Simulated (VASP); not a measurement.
# Ba5Na4F14 in VASP: further runs

The runs below take Ba5Na4F14 through single point, with PBE.

All numbers are computed with VASP 6.6.1; they aren't measurements. Logs are shortened: lines on timing, memory, paths and dates and some standing lists are left out, and cuts for length are marked.

## (1) The cell of the first run

The cell holds a disordered packing, 23 atoms: a = 7.598 Å, b = 7.587 Å, c = 7.467 Å, α = 91.88°, β = 89.24°, γ = 84.83°.

## (2) Single point, PBE

INCAR

```
SYSTEM = Ba5Na4F14
PREC = Accurate
ENCUT = 520
EDIFF = 1E-6
ISMEAR = -1
SIGMA = 0.1637
LREAL = Auto
LASPH = .True.
NELM = 80
ALGO = Normal
ISIF = 2
LWAVE = .False.
LCHARG = .False.
GGA = PE
NBANDS = 105
ISYM = 0
```

KPOINTS

```
regular mesh
0
Gamma
  1 1 1
  0 0 0
```

POSCAR

```
Ba5Na4F14
1.0
    7.5902190000      0.3427840000      0.0528720000
    0.3427840000      7.5783980000     -0.1247070000
    0.0528720000     -0.1247070000      7.4653180000
Ba F Na
5 14 4
Direct
    0.5856211444      0.2093051568      0.6508322696
    0.8395435370      0.2514850068      0.0376126770
    0.3238311024     -0.0397690171      0.3387274229
    0.0694279388      0.9136723983      0.8198566424
    0.8525088055      0.8945825331      0.3812204461
    0.3428765321      0.7499038748      0.8745268044
    0.7928657180      0.2818157248      0.3979921548
    0.6965402762      0.5155792788      0.0449280081
    0.8878934262      0.8930598092      0.0455975363
    0.3450009032      0.4100060954      0.7560534919
    0.0846518627      0.7497469638      0.5590399473
    0.6163939654      0.1205444352      0.9368495425
    0.5915056053      0.8477658107      0.6394378976
    0.0817114554      0.0553278325      0.1676627198
    0.0234214182      0.1108695834      0.5783020731
    0.5111427719      0.6562165435      0.2892436271
    0.0583481287      0.5184482709      0.9990950347
    0.5920416091      0.0449703577      0.2412507671
    0.2955838199      0.3618445765      0.3438028285
    0.3512392973      0.5766542189      0.5395478255
    0.6538284950      0.7339970423      0.8995137714
    0.3239522973      0.5204112163      0.0471985139
    1.0375613697      0.4093447602      0.3659052719
```

Potentials or basis: VASP PAW PBE potentials, release 64 (Ba_sv, F, Na_pv).

Command:

```
$ cat potpaw_PBE.64/Ba_sv/POTCAR potpaw_PBE.64/F/POTCAR potpaw_PBE.64/Na_pv/POTCAR > POTCAR
$ mpirun -np 1 vasp_gam > vasp.out
```

OUTCAR:

```text
SYSTEM = Ba5Na4F14
   PREC = Accurate
   ENCUT = 520
   EDIFF = 1E-6
   ISMEAR = -1
   LREAL = Auto
   LASPH = .True.
   NELM = 80
   ISIF = 2
   GGA = PE
   ISYM = 0

 ion  position               nearest neighbor table
   1  0.586  0.209  0.651-  12 2.27  10 2.38   7 2.55  13 2.74  18 3.26  20 3.31   2 3.52   5 3.55
                             3 3.67   4 4.35
   2  0.840  0.251  0.038-  12 2.17   8 2.19  14 2.49   7 2.71   9 2.71  17 2.75  18 2.99  23 3.15
                             4 3.33   1 3.52   5 3.79   3 4.75
   3  0.324  0.960  0.339-  18 2.31  14 2.33  16 2.61  15 3.00  11 3.03  19 3.03  13 3.14  20 3.31
                             1 3.67   5 3.67   5 4.02   4 4.10   4 4.37   2 4.75
   4  0.069  0.914  0.820-   9 2.18  11 2.27   6 2.37  15 2.39  14 2.78   2 3.33  21 3.60   5 3.69
                            20 3.75   3 4.10   1 4.35   3 4.37   5 4.50
   5  0.853  0.895  0.381-  11 2.43  18 2.46   9 2.52  15 2.61  14 2.74  13 2.80   7 2.93   1 3.55
                             3 3.67   4 3.69   2 3.79   3 4.02   4 4.50
   6  0.343  0.750  0.875-  22 2.21   4 2.37
   7  0.793  0.282  0.398-  23 2.19   1 2.55   2 2.71   5 2.93
   8  0.697  0.516  0.045-  21 2.02   2 2.19
   9  0.888  0.893  0.046-   4 2.18   5 2.52   2 2.71
  10  0.345  0.410  0.756-  20 2.09  22 2.30   1 2.38
  11  0.085  0.750  0.559-   4 2.27  20 2.31   5 2.43   3 3.03
  12  0.616  0.121  0.937-   2 2.17   1 2.27
  13  0.592  0.848  0.639-  21 2.19   1 2.74   5 2.80   3 3.14
  14  0.082  0.055  0.168-   3 2.33   2 2.49   5 2.74   4 2.78
  15  0.023  0.111  0.578-   4 2.39   5 2.61   3 3.00
  16  0.511  0.656  0.289-  20 2.34   3 2.61
  17  0.058  0.518  0.999-  22 2.06   2 2.75
  18  0.592  0.045  0.241-   3 2.31   5 2.46   2 2.99   1 3.26
  19  0.296  0.362  0.344-  23 1.96  20 2.23   3 3.03
  20  0.351  0.577  0.540-  10 2.09  19 2.23  11 2.31  16 2.34   1 3.31   3 3.31   4 3.75
  21  0.654  0.734  0.900-   8 2.02  13 2.19   4 3.60
  22  0.324  0.520  0.047-  17 2.06   6 2.21  10 2.30
  23  0.038  0.409  0.366-  19 1.96   7 2.19   2 3.15

IMPORTANT INFORMATION: All symmetrisations will be switched off!
NOSYMM: (Re-)initialisation of all symmetry stuff for point group C_1.

----------------------------------------------------------------------------------------

                                     Primitive cell

  volume of cell :     428.3969

  direct lattice vectors                    reciprocal lattice vectors
     7.590219000  0.342784000  0.052872000     0.132026177 -0.005988805 -0.001035098
     0.342784000  7.578398000 -0.124707000    -0.005988805  0.132261948  0.002251831
     0.052872000 -0.124707000  7.465318000    -0.001035098  0.002251831  0.133997714

  length of vectors
     7.598139298  7.587171341  7.466546734     0.132165988  0.132416613  0.134020631

  position of ions in fractional coordinates (direct lattice)
     0.585621144  0.209305157  0.650832270
     0.839543537  0.251485007  0.037612677
     0.323831102  0.960230983  0.338727423
     0.069427939  0.913672398  0.819856642
     0.852508806  0.894582533  0.381220446
     0.342876532  0.749903875  0.874526804
[... 15 lines left out ...]
     0.323952297  0.520411216  0.047198514
     0.037561370  0.409344760  0.365905272

  ion indices of the primitive-cell ions
   primitive index   ion index
                 1           1
                 2           2
                 3           3
                 4           4
                 5           5
                 6           6
[... 15 lines left out ...]
                22          22
                23          23

----------------------------------------------------------------------------------------

 KPOINTS: regular mesh

Automatic generation of k-mesh.
 Grid dimensions read from file:
 generate k-points for:    1    1    1

 Generating k-lattice:

  Cartesian coordinates                     Fractional coordinates (reciprocal lattice)
     0.132026177 -0.005988805 -0.001035098     1.000000000  0.000000000  0.000000000
    -0.005988805  0.132261948  0.002251831     0.000000000  1.000000000  0.000000000
    -0.001035098  0.002251831  0.133997714    -0.000000000  0.000000000  1.000000000

  Length of vectors
     0.132165988  0.132416613  0.134020631

  Shift w.r.t. Gamma in fractional coordinates (k-lattice)
     0.000000000  0.000000000  0.000000000

 Subroutine IBZKPT returns following result:
 ===========================================

 Found      1 irreducible k-points:

 Following reciprocal coordinates:
            Coordinates               Weight
  0.000000  0.000000  0.000000      1.000000
   k-points           NKPTS =      1   k-points in BZ     NKDIM =      1   number of bands    NBANDS=    105
   number of dos      NEDOS =    301   number of ions     NIONS =     23
   total plane-waves  NPLWV = 188160
   dimension x,y,z NGX =    60 NGY =   56 NGZ =   56
   dimension x,y,z NGXF=   120 NGYF=  112 NGZF=  112
   ions per type =               5  14   4
   NGX,Y,Z   is equivalent  to a cutoff of  13.13, 12.27, 12.47 a.u.
   NGXF,Y,Z  is equivalent  to a cutoff of  26.26, 24.54, 24.94 a.u.
 SYSTEM =  Ba5Na4F14
   PREC   = accura    normal or accurate (medium, high low for compatibility)
   ISTART =      0    job   : 0-new  1-cont  2-samecut
   ICHARG =      2    charge: 1-file 2-atom 10-const
   ISPIN  =      1    spin polarized calculation?
   LNONCOLLINEAR =      F non collinear calculations
   LSORBIT =      F    spin-orbit coupling
   LASPH  =      T    aspherical Exc in radial PAW
   ENCUT  =  520.0 eV  38.22 Ry    6.18 a.u.  14.13 14.11 13.88*2*pi/ulx,y,z
   NELM   =     80;   NELMIN=  2; NELMDL= -5     # of ELM steps
   EDIFF  = 0.1E-05   stopping-criterion for ELM
   LREAL  =      T    real-space projection
   EDIFFG = 0.1E-04   stopping-criterion for IOM
   NSW    =      0    number of steps for IOM
   IBRION =     -1    ionic relax: 0-MD 1-quasi-New 2-CG
   NFREE  =      0    steps in history (QN), initial steepest desc. (CG)
   ISIF   =      2    stress and relaxation
   ISYM   =      0    0-nonsym 1-usesym 2-fastsym
   POTIM  = 0.5000    time-step for ionic-motion
   TEBEG  =    0.0;   TEEND  =   0.0 temperature during run
   PSTRESS=    0.0 pullay stress
   NELECT =     176.0000    total number of electrons
   NUPDOWN=      -1.0000    fix difference up-down
   EMIN   =  10.00;   EMAX   =-10.00  energy-range for DOS
   EFERMI =   0.00;   METHOD = LEGACY
   ISMEAR =    -1;   SIGMA  =   0.16  broadening in eV -4-tet -1-fermi 0-gaus
   EFERMI_NEDOS =   21; number of points for ismear=-14 and -15
   IALGO  =     38    algorithm
   IMIX   =      4    mixing-type and parameters
     AMIX     =   0.40;   BMIX     =  1.00
     AMIX_MAG =   1.60;   BMIX_MAG =  1.00
  volume/ion in A,a.u.               =      18.63       125.69
  Fermi-wavevector in a.u.,A,eV,Ry     =   1.217018  2.299830 20.152032  1.481133
  Thomas-Fermi vector in A             =   2.352352
   LORBIT       =      0    0 simple, 1 ext, 2 COOP (PROOUT), +10 PAW based schemes
   GGA     = PE    functional components
   LHFCALC =     F    Hartree Fock is set to
   AEXX    =    0.0000 exact exchange contribution
   IVDW    =     0    specifies the selected vdW correction
   LEPSILON=     F    determine dielectric tensor
   LRPA    =     F    only Hartree local field effects (RPA)
 non-spin polarized calculation
  energy-cutoff  :      520.00
  volume of cell :      428.40
 maximum number of plane-waves:      5749
 NGX is ok and might be reduce to    60
   NGX = 29   NGY = 29   NGZ = 27

 number of electron     175.9999990 magnetization

 Free energy of the ion-electron system (eV)
  ---------------------------------------------------
  ext. energy  EPLUGINS =         0.00000000
  ---------------------------------------------------
  free energy    TOTEN  =      -106.23576305 eV

  energy without entropy =     -106.23559731  energy(sigma->0) =     -106.23568018

 E-fermi :   1.1280     XC(G=0):  -8.3535

 val. band max:       -0.7064700476   @ k =   0.0000   0.0000   0.0000
 cond. band min:       2.8949945898   @ k =   0.0000   0.0000   0.0000
 fundamental gap:      3.6014646373
 Fermi energy:         1.1279748531

 k-point     1 :       0.0000    0.0000    0.0000
  band No.  band energies     occupation
      1     -26.5221      2.00000
      2     -26.3020      2.00000
      3     -26.0958      2.00000
      4     -25.7229      2.00000
      5     -25.3082      2.00000
      6     -23.1176      2.00000
[... 92 lines left out ...]
     99       6.1953      0.00000
    100       6.3737      0.00000
 [bands above 100 left out]

------------------------ aborting loop because EDIFF is reached ----------------------------------------

  FORCE on cell =-STRESS in cart. coord.  units (eV):
  Direction    XX          YY          ZZ          XY          YZ          ZX
  --------------------------------------------------------------------------------------
  -------------------------------------------------------------------------------------
  Total       30.8611798     21.5837690     25.8095995     -3.8716175      1.5684583      6.0885270
  in kB      115.4188733     80.7219398     96.5262805    -14.4796064      5.8659357     22.7707086
  external PRESSURE =      97.5556979 kB  Pullay stress =       0.0000000 kB

 VOLUME and BASIS-vectors are now :
 -----------------------------------------------------------------------------
  energy-cutoff  :      520.00
  volume of cell :      428.40
      direct lattice vectors                 reciprocal lattice vectors
     7.590219000  0.342784000  0.052872000     0.132026177 -0.005988805 -0.001035098
     0.342784000  7.578398000 -0.124707000    -0.005988805  0.132261948  0.002251831
     0.052872000 -0.124707000  7.465318000    -0.001035098  0.002251831  0.133997714

 POSITION                                       TOTAL-FORCE (eV/Angst)
 -----------------------------------------------------------------------------------
      4.55115      1.70578      4.86353        -0.658154      0.736661     -2.042410
      6.46051      2.18895      0.29382         2.994424      1.372613      1.903358
      2.80501      7.34578      2.42608         0.603519     -0.510377      0.459074
      0.88351      6.84573      6.01022         2.559529     -0.009405      1.058783
      6.79753      7.02419      2.77944        -1.313835     -0.384449     -1.230451
      2.90580      5.69154      6.45323         0.629708      0.330834      0.362984
[... 15 lines left out ...]
      2.63975      4.04904      0.30458         0.922495     -0.287169      0.217941
      0.44476      3.06942      2.68254        -0.947948     -0.051912      0.260857
 -----------------------------------------------------------------------------------
    total drift:                                0.000785      0.004864     -0.003894

  FREE ENERGIE OF THE ION-ELECTRON SYSTEM (eV)
  ---------------------------------------------------
  free  energy   TOTEN  =      -106.2357630514 eV

  energy  without entropy=     -106.2355973112  energy(sigma->0) =     -106.23568018
```

It used 91 s of CPU time on 1 thread of Intel(R) Xeon(R) Platinum 8259CL CPU @ 2.50GHz (Skylake/Cascade Lake) (shared host).

Results:

```
Free energy   : -106.2358 eV
Pressure      : 9.8 GPa
Largest force : 3.828 eV/Å
```

Forces on the atoms (eV/Å):
```
Ba  -0.658  0.737 -2.042
Ba   2.994  1.373  1.903
Ba   0.604 -0.510  0.459
Ba   2.560 -0.009  1.059
Ba  -1.314 -0.384 -1.230
F    0.630  0.331  0.363
F   -0.052  0.283 -0.163
F   -1.194  1.176 -0.504
F   -3.159 -1.836  1.143
F    0.282 -0.619  0.038
F    0.826 -2.239 -1.989
F   -2.482 -1.914 -0.887
F    0.493  0.744 -0.796
F    1.014  0.852  0.389
F    0.145  0.608 -0.363
F   -1.006  0.952  0.773
F   -0.703 -0.174  0.482
F    0.297  0.359  0.671
F    0.959 -0.580  0.152
Na   0.299  0.340 -0.176
Na  -0.508  0.852  0.241
Na   0.922 -0.287  0.218
Na  -0.948 -0.052  0.261
```

Caveat: the k points lie up to 0.84 Å⁻¹ apart, too coarse for converged energies, forces and pressures; the atoms stand as in a frame of molecular dynamics; spin-orbit coupling is left out, which moves the levels of the heavy elements.

(Part 1 of 2 ends here.)
